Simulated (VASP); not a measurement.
Wanted: the native input for a VASP 6.6.1 run.

* Task: single point
* Functional: LDA
* Potentials or basis: VASP PAW LDA potentials, release 64 (C)
* Cutoff: 520 eV
* k mesh: 8 × 8 × 8
* Occupations: gaussian, width 0.05 eV
* Spin: no spin polarisation
* Dipole correction: no
* Further INCAR settings: ALGO = Normal; EDIFF = 1e-06; NBANDS = 26

The structure of C lies in POSCAR:

```
C
1.0
   -2.4827102475      2.4827102475      2.4465542730
    2.4827102475     -2.4827102475      2.4465542730
    2.4827102475      2.4827102475     -2.4465542730
C
8
Direct
    0.3254710859      0.0000000000      0.0000000000
    0.6745289141      0.6745289141      0.6745289141
    0.0000000000      0.3254710859      0.0000000000
    0.0000000000      0.0000000000      0.3254710859
    0.0000000000      0.6745289141      0.0000000000
    0.3254710859      0.3254710859      0.3254710859
    0.6745289141      0.0000000000      0.0000000000
    0.0000000000      0.0000000000      0.6745289141
```

This cell differs from its parent crystal: strain +0.030 along x and y, +0.015 along z.

The input as run:

INCAR

```
PREC = Accurate
ENCUT = 520
EDIFF = 1E-6
ISMEAR = 0
SIGMA = 0.05
LREAL = False
LASPH = True
NELM = 60
ALGO = Normal
ISIF = 2
LWAVE = False
LCHARG = True
GGA = CA
LELF = True
LVHAR = True
NBANDS = 26
```

KPOINTS

```
regular mesh
0
Gamma
  8 8 8
```

Potentials or basis: VASP PAW LDA potentials, release 64 (C).

Command:

```sh
$ cat potpaw_LDA.64/C/POTCAR > POTCAR
$ mpirun -np 1 vasp_std > vasp.out
```

It gave:

```yaml
Pressure: -21.1 GPa
Largest_force: 0.381 eV/Å
Band_gap_on_the_k_mesh: 2.74 eV, indirect (least direct gap 3.64 eV)
```

Caveat: the cell differs from its parent crystal (strain +0.030 along x and y, +0.015 along z).

Wall time 58 s on 1 thread of Intel Xeon 6975P-C (shared host), peak memory 0.18 GiB.
